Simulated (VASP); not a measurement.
# H4C19 in VASP: a series of runs, part 2 of 2

VASP 6.6.1.

### 3 Single point, PBEsol

INCAR reads:

```
SYSTEM = H4C19
PREC = Accurate
ENCUT = 520
EDIFF = 1E-6
ISMEAR = -1
SIGMA = 0.05
LREAL = Auto
LASPH = .TRUE.
NELM = 100
ALGO = Normal
ISIF = 2
LWAVE = .FALSE.
LCHARG = .TRUE.
GGA = PS
LELF = .TRUE.
LVHAR = .TRUE.
NBANDS = 57
```

KPOINTS reads:

```
regular mesh
0
G
  2 2 1
  0 0 0
```

POSCAR reads:

```
H4C19
1.0
    7.3980000000      0.0000000000      0.0000000000
   -3.6990000000      6.4068560000      0.0000000000
    0.0000000000      0.0000000000     12.0000000000
C H
19 4
Direct
   -0.0016657615      0.0125646651      0.0460166667
    0.2194278663      0.1182015016      0.0519166667
   -0.0026322105      0.3414779418      0.0373916667
    0.2213793747      0.4494091954      0.0552083333
   -0.0045249098      0.6765408806      0.0501166667
    0.2233292129      0.7859393125      0.0586416667
    0.3276559652      0.0150307733      0.0605166667
    0.5519479176      0.1121142726      0.0574000000
    0.3273993417      0.3373885725      0.0563666667
    0.5523867151      0.4522186857      0.0650000000
    0.3215409196      0.6710623744      0.0656916667
    0.5466053532      0.7805856726      0.0669416667
    0.6578897842      0.0082099551      0.0496500000
    0.8814253571      0.1167031068      0.0338750000
    0.6542680270      0.3337050185      0.0445583333
    0.8806924613      0.4403251767      0.0352500000
    0.6599653027      0.6746210622      0.0580500000
    0.8816390587      0.7856895800      0.0426666667
    0.5866125813      0.5249688771      0.4132333333
    0.7034019462      0.7006400643      0.4183666667
    0.5678376225      0.4922851395      0.3170333333
    0.6316478744      0.4146339484      0.4439000000
    0.4548621344      0.5033982346      0.4630000000
```

Potentials or basis: VASP PAW PBE potentials, release 64 (C, H).

Launch:

```
$ cat potpaw_PBE.64/C/POTCAR potpaw_PBE.64/H/POTCAR > POTCAR
$ mpirun -np 1 vasp_std > vasp.out
```

OUTCAR:

```text
SYSTEM = H4C19
   PREC = Accurate
   ENCUT = 520
   EDIFF = 1E-6
   ISMEAR = -1
   LREAL = Auto
   LASPH = .TRUE.
   NELM = 100
   ISIF = 2
   GGA = PS

 ion  position               nearest neighbor table
   1  0.998  0.013  0.046-   2 1.42  14 1.42  18 1.45
   2  0.219  0.118  0.052-   7 1.36   9 1.41   1 1.42
   3  0.997  0.341  0.037-  16 1.38  14 1.44   4 1.45
   4  0.221  0.449  0.055-   9 1.40  11 1.43   3 1.45
   5  0.995  0.677  0.050-  18 1.43   6 1.46  16 1.52
   6  0.223  0.786  0.059-  11 1.37   5 1.46   7 1.47
[... 10 lines left out ...]
  17  0.660  0.675  0.058-  12 1.41  10 1.43  18 1.43
  18  0.882  0.786  0.043-   5 1.43  17 1.43   1 1.45
  19  0.587  0.525  0.413-  23 1.08  22 1.09  20 1.15  21 1.17
  20  0.703  0.701  0.418-  19 1.15
  21  0.568  0.492  0.317-  19 1.17
  22  0.632  0.415  0.444-  19 1.09
  23  0.455  0.503  0.463-  19 1.08

  LATTYP: Found a hexagonal cell.
 ALAT       =     7.3980000000
 C/A-ratio  =     1.6220600162

  Lattice vectors:

 A1 = (   7.3980000000,   0.0000000000,   0.0000000000)
 A2 = (  -3.6990000000,   6.4068560000,   0.0000000000)
 A3 = (   0.0000000000,   0.0000000000,  12.0000000000)
[... 201 lines left out ...]
 Fermi energy:        -1.6229648508

 k-point     1 :       0.0000    0.0000    0.0000
  band No.  band energies     occupation
      1     -21.0630      2.00000
      2     -18.7188      2.00000
      3     -18.6442      2.00000
      4     -18.4996      2.00000
      5     -18.4195      2.00000
      6     -18.3645      2.00000
[... 209 lines left out ...]
     51       3.9064      0.00000
     52       4.0604      0.00000
 [bands above 52 left out]

------------------------ aborting loop because EDIFF is reached ----------------------------------------

  FORCE on cell =-STRESS in cart. coord.  units (eV):
  Direction    XX          YY          ZZ          XY          YZ          ZX
  --------------------------------------------------------------------------------------
  -------------------------------------------------------------------------------------
  Total       -3.3290187     -3.8421811     -3.6483775     -0.1111779     -0.9301841      0.6439233
  in kB       -9.3774828    -10.8230056    -10.2770819     -0.3131760     -2.6202271      1.8138617
  external PRESSURE =     -10.1591901 kB  Pullay stress =       0.0000000 kB

 VOLUME and BASIS-vectors are now :
 -----------------------------------------------------------------------------
  energy-cutoff  :      520.00
  volume of cell :      568.78
      direct lattice vectors                 reciprocal lattice vectors
     7.398000000  0.000000000  0.000000000     0.135171668  0.078041398  0.000000000
    -3.699000000  6.406856000  0.000000000     0.000000000  0.156082796  0.000000000
     0.000000000  0.000000000 12.000000000     0.000000000  0.000000000  0.083333333

 POSITION                                       TOTAL-FORCE (eV/Angst)
 -----------------------------------------------------------------------------------
      7.33920      0.08050      0.55220        -1.320766     -1.622389     -0.927664
      1.18610      0.75730      0.62300        -1.387108      0.470310      0.069093
      6.11540      2.18780      0.44870         0.372725     -1.134010      0.097643
     -0.02460      2.87930      0.66250        -1.931210     -0.283352     -0.420816
      4.86200      4.33450      0.60140         0.233302     -1.517928     -1.172333
     -1.25500      5.03540      0.70370        -3.856030      0.629114      0.047714
[... 15 lines left out ...]
      3.13920      2.65650      5.32680         0.632618      0.355668      0.408682
      1.50300      3.22520      5.55600        -0.749294     -0.351097     -0.388454
 -----------------------------------------------------------------------------------
    total drift:                                0.031675      0.020264     -0.006140

  FREE ENERGIE OF THE ION-ELECTRON SYSTEM (eV)
  ---------------------------------------------------
  free  energy   TOTEN  =      -195.4698002002 eV

  energy  without entropy=     -195.4602659343  energy(sigma->0) =     -195.46503307
```

OSZICAR:

```text
N       E                     dE             d eps       ncg     rms          rms(c)
DAV:   1     0.582988245961E+03    0.58299E+03   -0.32096E+04   456   0.112E+03
DAV:   2    -0.116340919354E+03   -0.69933E+03   -0.66564E+03   670   0.266E+02
DAV:   3    -0.206963007236E+03   -0.90622E+02   -0.90018E+02   560   0.987E+01
[... 13 lines left out ...]
DAV:  17    -0.195469701042E+03   -0.19007E-03   -0.28590E-05   496   0.134E-02    0.319E-03
DAV:  18    -0.195469779134E+03   -0.78092E-04   -0.13093E-05   488   0.790E-03    0.244E-03
DAV:  19    -0.195469795483E+03   -0.16349E-04   -0.27960E-06   480   0.379E-03    0.908E-04
DAV:  20    -0.195469799899E+03   -0.44166E-05   -0.62411E-07   368   0.202E-03    0.483E-04
DAV:  21    -0.195469800200E+03   -0.30091E-06   -0.22163E-07   368   0.136E-03
   1 F= -.19546980E+03 E0= -.19546503E+03  d E =-.953427E-02
```

stdout:

```text
POSCAR found type information on POSCAR C H
 POSCAR found :  2 types and      23 ions
 scaLAPACK will be used
 -----------------------------------------------------------------------------
|                                                                             |
|                                                                             |
|     You enforced a specific xc type in the INCAR file but a different       |
|     I HOPE YOU KNOW WHAT YOU ARE DOING!                                     |
|                                                                             |
 -----------------------------------------------------------------------------

 LDA part: xc-table for (Slater+PW92), standard interpolation
 POSCAR, INCAR and KPOINTS ok, starting setup
 FFT: planning ... GRIDC
 FFT: planning ... GRID_SOFT
 FFT: planning ... GRID
 WAVECAR not read
 entering main loop
```

It took 4.2 min on 1 thread of Intel Xeon Platinum 8259CL at 2.50GHz (Skylake/Cascade Lake), shared host; peak memory 0.58 GiB.

What came out:

* Free energy: -195.4698 eV
* Largest force: 4.539 eV/Å
* Band gap on the k mesh: 0.32 eV, direct

Forces on the atoms (eV/Å):
```
C   -1.321 -1.622 -0.928
C   -1.387  0.470  0.069
C    0.373 -1.134  0.098
C   -1.931 -0.283 -0.421
C    0.233 -1.518 -1.172
C   -3.856  0.629  0.048
C    3.014 -3.394  0.000
C   -3.472  2.236 -0.795
C    0.470  1.820  0.697
C    0.193 -1.331 -1.709
C    2.751  0.032 -0.133
C    0.094  1.178 -1.110
C    2.564 -2.394  0.301
C    0.877  0.264  1.317
C    1.530  1.344  0.988
C   -1.430  3.454  1.291
C   -0.022 -0.053  0.040
C    1.325  0.307  1.427
C    0.448  1.258 -2.129
H    0.405 -1.438  0.234
H   -0.742  0.170  1.866
H    0.633  0.356  0.409
H   -0.749 -0.351 -0.388
```

Levels at points of the mesh, in eV from the valence-band top:
```csv
k point,band 37,band 38,band 39,band 40,band 41,band 42,band 43,band 44
"(0.00, 0.00, 0.00)",-3.18,-2.26,-0.12,0.00,0.32,0.46,3.22,4.37
"(0.50, 0.00, 0.00)",-2.53,-2.38,-2.26,-2.11,1.88,2.33,2.41,2.70
"(0.00, 0.50, 0.00)",-2.46,-2.34,-2.30,-2.24,1.97,2.31,2.45,2.68
"(0.50, 0.50, 0.00)",-2.56,-2.37,-2.28,-1.89,1.41,2.45,2.54,2.71
```

Caveat: the k points lie up to 0.49 Å⁻¹ apart; the PAW data sets were made with another functional, which shifts forces and pressure a little.

### 4 Single point, PBEsol

INCAR reads:

```
SYSTEM = H4C19
PREC     = Accurate       ! precision mode
ENCUT    = 520            ! plane-wave cutoff, eV
EDIFF    = 1E-7           ! SCF threshold, eV
ISMEAR   = -1             ! smearing method
SIGMA    = 0.05           ! smearing width, eV
LREAL    = Auto         
LASPH    = .TRUE.         ! aspherical terms in the spheres
NELM     = 60             ! most SCF steps
ALGO     = Normal         ! electronic algorithm
ISIF     = 2              ! what is computed and relaxed
LWAVE    = .FALSE.        ! write WAVECAR
LCHARG   = .FALSE.        ! write CHGCAR
GGA      = PS             ! functional
NBANDS   = 57             ! bands
```

KPOINTS reads:

```
Automatic mesh
0
G
  2 2 1
  0 0 0
```

POSCAR reads:

```
H4C19
1.0
    7.3980000000      0.0000000000      0.0000000000
   -3.6990000000      6.4068560000      0.0000000000
    0.0000000000      0.0000000000     12.0000000000
C H
19 4
Direct
   -0.0128257591      0.0083036048      0.0657000000
    0.2162825299      0.1280503261      0.0446166667
   -0.0070646696      0.3488606580      0.0734666667
    0.2149129171      0.4562924467      0.0475666667
    0.0007887282      0.6817072211      0.0462166667
    0.2158145180      0.7812100038      0.0378083333
    0.3246262083      0.0112691779      0.0539833333
    0.5444853826      0.1247101542      0.0592833333
    0.3226763680      0.3408380023      0.0439166667
    0.5602206291      0.4555588576      0.0490250000
    0.3228465326      0.6771339952      0.0418250000
    0.5595180813      0.7937590606      0.0440000000
    0.6557295496      0.0135948116      0.0483333333
    0.8780804643      0.1211514665      0.0618083333
    0.6636036387      0.3489699160      0.0574750000
    0.8932050978      0.4583215231      0.0560583333
    0.6725375198      0.6850317847      0.0580500000
    0.8876799213      0.7835512457      0.0656250000
    0.5376305216      0.5291675043      0.4141750000
    0.7038174365      0.6250179495      0.4171750000
    0.5159453912      0.5826882952      0.3332583333
    0.4546314919      0.3507336516      0.4122333333
    0.4842117564      0.5854821772      0.4878583333
```

Launch:

```
$ cat potpaw_PBE.64/C/POTCAR potpaw_PBE.64/H/POTCAR > POTCAR
$ mpirun -np 1 vasp_std > vasp.out
```

Run time: 4.5 min. Hardware: 1 thread of Intel Xeon Platinum 8259CL at 2.50GHz (Skylake/Cascade Lake), shared host; peak memory 0.58 GiB.

It converged, with:

| Item | Value |
| --- | --- |
| Free energy | -194.9411 eV |
| Largest force | 4.351 eV/Å |
| Band gap on the k mesh | 0.13 eV, direct |

Forces in eV/Å, atoms in the order of the input:
```
C    1.200  1.077 -1.482
C   -0.504 -3.096  2.100
C    3.001 -1.346 -2.845
C   -0.401 -0.501  1.307
C    0.114 -2.677  0.761
C   -1.203  3.909  1.450
C    0.255  0.194 -1.375
C    0.294 -0.380 -1.028
C    2.030  2.721  0.082
C   -4.156  1.279  0.142
C    3.985 -0.588 -0.355
C   -2.037 -0.810  0.513
C    1.477 -0.273  1.251
C    0.151  0.077  0.781
C    1.776 -1.100  0.077
C   -3.432  0.938  0.498
C   -1.480 -2.343 -0.785
C   -1.071  2.918 -1.081
C   -1.170 -0.691  0.487
H    1.629 -0.322  0.444
H   -1.008 -0.050 -0.166
H    0.531  1.482  0.202
H    0.021 -0.416 -0.977
```

Levels at points of the mesh, in eV from the valence-band top:
| k point | band 36 | band 37 | band 38 | band 39 | band 40 | band 41 | band 42 | band 43 | band 44 | band 45 |
| --- | --- | --- | --- | --- | --- | --- | --- | --- | --- | --- |
| (0.00, 0.00, 0.00) | -3.96 | -3.20 | -2.39 | -0.25 | 0.00 | 0.13 | 0.51 | 3.20 | 4.32 | 4.40 |
| (0.50, 0.00, 0.00) | -2.73 | -2.56 | -2.43 | -2.28 | -2.17 | 1.86 | 2.19 | 2.38 | 2.46 | 2.86 |
| (0.00, 0.50, 0.00) | -2.73 | -2.61 | -2.36 | -2.29 | -2.12 | 1.71 | 2.27 | 2.35 | 2.53 | 2.78 |
| (0.50, 0.50, 0.00) | -2.73 | -2.59 | -2.43 | -2.27 | -2.02 | 1.38 | 2.29 | 2.41 | 2.66 | 2.75 |

Caveat: the k points lie up to 0.49 Å⁻¹ apart; the PAW data sets were made with another functional, which shifts forces and pressure a little.

### 5 Single point, PBEsol

INCAR reads:

```
SYSTEM = H4C19
  PREC = Accurate
  ENCUT = 520
  EDIFF = 1E-6
  ISMEAR = -1
  SIGMA = 0.05
  LREAL = Auto
  LASPH = .True.
  NELM = 60
  ALGO = Normal
  ISIF = 2
  LWAVE = .False.
  LCHARG = .True.
  GGA = PS
  LELF = .True.
  LVHAR = .True.
  NBANDS = 57
```

KPOINTS reads:

```
regular mesh
0
Gamma
  2 2 1
  0 0 0
```

POSCAR reads:

```
H4C19
1.0
    7.3980000000      0.0000000000      0.0000000000
   -3.6990000000      6.4068560000      0.0000000000
    0.0000000000      0.0000000000     12.0000000000
C H
19 4
Direct
   -0.0116265435      0.0064306112      0.0435083333
    0.2167913083      0.1176864284      0.0474333333
   -0.0056543026      0.3429763366      0.0520666667
    0.2261801512      0.4581186154      0.0548750000
    0.0070172011      0.6864053133      0.0507750000
    0.2201532390      0.7860485705      0.0470583333
    0.3248566596      0.0046200508      0.0563916667
    0.5540826702      0.1179517692      0.0547250000
    0.3274599142      0.3409160437      0.0508583333
    0.5452347130      0.4511885393      0.0497333333
    0.3411056432      0.6743713297      0.0604666667
    0.5568172484      0.7867353348      0.0489833333
    0.6601120124      0.0073827163      0.0462333333
    0.8800936615      0.1202305780      0.0430083333
    0.6615735222      0.3477212536      0.0524916667
    0.8824262216      0.4485507400      0.0542166667
    0.6559310637      0.6749332278      0.0429916667
    0.8836712154      0.7798052586      0.0481750000
    0.5190466127      0.4859169615      0.4490750000
    0.6189043899      0.4303202694      0.4865583333
    0.6050928891      0.5973444697      0.3824833333
    0.3831406068      0.3461136008      0.4336333333
    0.5091148091      0.5791920405      0.5149166667
```

Launch:

```
$ cat potpaw_PBE.64/C/POTCAR potpaw_PBE.64/H/POTCAR > POTCAR
$ mpirun -np 1 vasp_std > vasp.out
```

Run time: 4.2 min. Hardware: 1 thread of Intel Xeon Platinum 8259CL at 2.50GHz (Skylake/Cascade Lake), shared host; peak memory 0.58 GiB.

Results (log left out):

| Quantity | Value |
| --- | --- |
| Free energy | -195.8071 eV |
| Largest force | 4.636 eV/Å |
| Band gap on the k mesh | 0.17 eV, direct |

Forces in eV/Å, atoms in the order of the input:
```
C    2.210 -0.475  0.255
C   -1.240 -0.979  0.510
C    0.725 -0.168 -0.200
C   -1.480 -1.637  0.090
C   -1.462 -4.399 -0.094
C    1.859  0.412  1.744
C    0.934  1.333 -1.173
C   -2.202  1.296 -0.135
C    0.220 -0.286 -0.045
C    0.238  1.202 -0.197
C   -3.309  0.664 -1.503
C   -1.447  0.333  0.149
C    0.640  1.220  0.272
C    0.649  0.331  0.351
C    1.610 -2.630  0.162
C   -0.183  2.703 -0.339
C    3.589 -1.584  0.910
C   -1.349  2.663 -0.750
C    2.296  1.521  1.021
H    0.302  0.269 -0.228
H   -0.107 -0.480 -0.493
H   -1.655 -1.492 -0.922
H   -0.837  0.182  0.615
```

Levels at points of the mesh, in eV from the valence-band top:
| k point | band 36 | band 37 | band 38 | band 39 | band 40 | band 41 | band 42 | band 43 | band 44 | band 45 |
| --- | --- | --- | --- | --- | --- | --- | --- | --- | --- | --- |
| (0.00, 0.00, 0.00) | -4.32 | -3.07 | -2.54 | -0.22 | 0.00 | 0.17 | 0.41 | 3.12 | 4.37 | 4.51 |
| (0.50, 0.00, 0.00) | -2.65 | -2.65 | -2.55 | -2.40 | -2.24 | 1.73 | 2.37 | 2.51 | 2.58 | 2.86 |
| (0.00, 0.50, 0.00) | -2.80 | -2.54 | -2.53 | -2.42 | -2.25 | 1.83 | 2.29 | 2.55 | 2.61 | 2.87 |
| (0.50, 0.50, 0.00) | -2.80 | -2.54 | -2.51 | -2.46 | -2.11 | 1.52 | 2.42 | 2.50 | 2.62 | 2.88 |

Caveat: the k points lie up to 0.49 Å⁻¹ apart; the PAW data sets were made with another functional, which shifts forces and pressure a little.

### 6 Single point, PBEsol

INCAR reads:

```
PREC = Accurate
ENCUT = 520
EDIFF = 1E-6
ISMEAR = -1
SIGMA = 0.05
LREAL = Auto
LASPH = True
NELM = 80
ALGO = Normal
ISIF = 2
LWAVE = False
LCHARG = False
GGA = PS
NBANDS = 57
```

KPOINTS reads:

```
Automatic mesh
0
Gamma
  2 2 1
```

POSCAR reads:

```
H4C19
1.0
    7.3980000000      0.0000000000      0.0000000000
   -3.6990000000      6.4068560000      0.0000000000
    0.0000000000      0.0000000000     12.0000000000
C H
19 4
Direct
    0.0147210982      0.0235216774      0.0385000000
    0.2404511652      0.1363227143      0.0528166667
    0.0113432397      0.3449898047      0.0343250000
    0.2268915477      0.4529990997      0.0416333333
    0.0046709056      0.6750893106      0.0421583333
    0.2256657820      0.7878279143      0.0350250000
    0.3367117163      0.0130016969      0.0411333333
    0.5499958719      0.1068854989      0.0310833333
    0.3434944269      0.3494381644      0.0557500000
    0.5735220011      0.4526401093      0.0452833333
    0.3410490036      0.6772588614      0.0349250000
    0.5685063967      0.7921357995      0.0402333333
    0.6735772821      0.0104419391      0.0414250000
    0.8987112130      0.1237268326      0.0443583333
    0.6806001998      0.3455204862      0.0297250000
    0.8945705810      0.4519689533      0.0368333333
    0.6782889885      0.6791786798      0.0388500000
    0.9017424476      0.7863451278      0.0463833333
    0.5634370394      0.4930811618      0.4683416667
    0.5555490321      0.3786568638      0.5291750000
    0.7314990231      0.6235819878      0.4582083333
    0.4658769089      0.3863361374      0.4041583333
    0.4884866019      0.5778653368      0.5135416667
```

Potentials or basis: VASP PAW PBE potentials, release 64 (C, H).

Launch:

```
$ cat potpaw_PBE.64/C/POTCAR potpaw_PBE.64/H/POTCAR > POTCAR
$ mpirun -np 1 vasp_std > vasp.out
```

It took 3.9 min on 1 thread of Intel Xeon Platinum 8259CL at 2.50GHz (Skylake/Cascade Lake), shared host; peak memory 0.57 GiB.

It converged, with:

```
Free energy            : -195.4481 eV
Largest force          : 4.572 eV/Å
Band gap on the k mesh : 0.19 eV, direct
```

Forces in eV/Å, atoms in the order of the input:
```
C    1.246 -2.499  1.947
C   -2.227 -2.531 -1.175
C   -1.075 -0.476  0.966
C    1.228  1.429  0.049
C    1.119 -0.897 -0.196
C    1.379  0.036  0.736
C    0.846 -1.385 -0.318
C    2.141  3.963  0.785
C    1.748  0.781 -1.026
C   -2.959  1.960 -0.457
C   -0.458  1.195  0.269
C   -1.114 -1.400 -0.193
C   -0.218 -0.560 -0.597
C   -0.306  0.379 -1.158
C   -1.706 -3.082  1.133
C    1.475  1.281 -0.639
C    1.616 -0.640  1.191
C   -2.729  2.447 -1.318
C   -0.505  1.466  2.276
H    0.397  0.221  0.482
H   -0.553 -1.266 -0.641
H   -0.146  0.547 -1.147
H    0.802 -0.971 -0.969
```

Levels at points of the mesh, in eV from the valence-band top:
```csv
k point,band 36,band 37,band 38,band 39,band 40,band 41,band 42,band 43,band 44,band 45
"(0.00, 0.00, 0.00)",-4.24,-3.05,-2.50,-0.15,0.00,0.19,0.48,3.12,4.37,4.48
"(0.50, 0.00, 0.00)",-2.72,-2.58,-2.42,-2.31,-2.13,1.69,2.38,2.49,2.61,2.86
"(0.00, 0.50, 0.00)",-2.70,-2.52,-2.44,-2.36,-2.20,1.91,2.35,2.52,2.57,2.77
"(0.50, 0.50, 0.00)",-2.68,-2.65,-2.45,-2.24,-2.08,1.56,2.36,2.48,2.77,2.82
```

Caveat: the k points lie up to 0.49 Å⁻¹ apart; the PAW data sets were made with another functional, which shifts forces and pressure a little.
